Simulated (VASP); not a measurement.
Write the native input for VASP 6.6.1 that does the following.

```
Task                   : relaxation of cell and atoms
Functional             : PBE
Potentials or basis    : VASP PAW PBE potentials, release 64 (Li_sv, Ta_pv, O)
Cutoff                 : 600 eV
k mesh                 : 6 × 6 × 4
Occupations            : gaussian, width 0.1 eV
Spin                   : no spin polarisation
Dipole correction      : no
Further INCAR settings : ALGO = Normal; EDIFF = 1e-06; IBRION = 2; EDIFFG = -0.04; NSW = 90; ISIF = 3
```

The structure of LiTa4O lies in POSCAR:

```
LiTa4O
1.0
    3.4264166200      0.0000000000      0.0000000000
   -1.7132083100      2.9673638400      0.0000000000
    0.0000000000      0.0000000000      7.1228368200
Li Ta O
1 4 1
Direct
    0.0000000000      0.0000000000      0.5000000000
    0.3333333300      0.6666666700      0.7432699200
    0.3333333300      0.6666666700      0.2567300800
    0.6666666700      0.3333333300      0.7432699200
    0.6666666700      0.3333333300      0.2567300800
    0.0000000000      0.0000000000      0.0000000000
```

The cell was built from a structure type or drawn by symmetry, and may not be a known phase.

The input as run:

INCAR

```
PREC = Accurate
ENCUT = 600
EDIFF = 1E-6
ISMEAR = 0
SIGMA = 0.1
LREAL = F
LASPH = T
NELM = 100
ALGO = Normal
ISIF = 3
LWAVE = F
LCHARG = F
GGA = PE
IBRION = 2
NSW = 90
EDIFFG = -0.04
```

KPOINTS

```
regular mesh
0
Gamma
  6 6 4
```

Potentials or basis: VASP PAW PBE potentials, release 64 (Li_sv, Ta_pv, O).

Command:

```sh
$ cat potpaw_PBE.64/Li_sv/POTCAR potpaw_PBE.64/Ta_pv/POTCAR potpaw_PBE.64/O/POTCAR > POTCAR
$ mpirun -np 1 vasp_std > vasp.out
```

Results of the run:

```yaml
Relaxed_volume: 16.70 Å³/atom
Relaxed_cell: a = 4.622 Å, b = 4.622 Å, c = 5.416 Å, α = 90.00°, β = 90.00°, γ = 120.00°
Space_group_after_relaxing_to_0.1_Å: P6/mmm (No. 191)
Pressure_after_relaxing: -0.1 GPa
Largest_force_after_relaxing: 0.029 eV/Å
Band_gap_on_the_k_mesh: zero (an odd number of electrons rules out a gap without spin polarisation)
```

Caveat: the cutoff is under 1.25 times the usual one of these potentials, so pressure, stress and relaxed cells hold a basis-set (Pulay) error; the volume moved by over 15 % at a fixed basis, so the end points are rough; spin-orbit coupling is left out, which moves the levels of the heavy elements; an odd number of electrons without spin polarisation forces a metal; a magnetic or distorted state may lie lower.

Run time: 13 min on 1 thread of AMD EPYC 9R45 96-Core Processor (Zen 5) (shared host), peak memory 0.22 GiB.
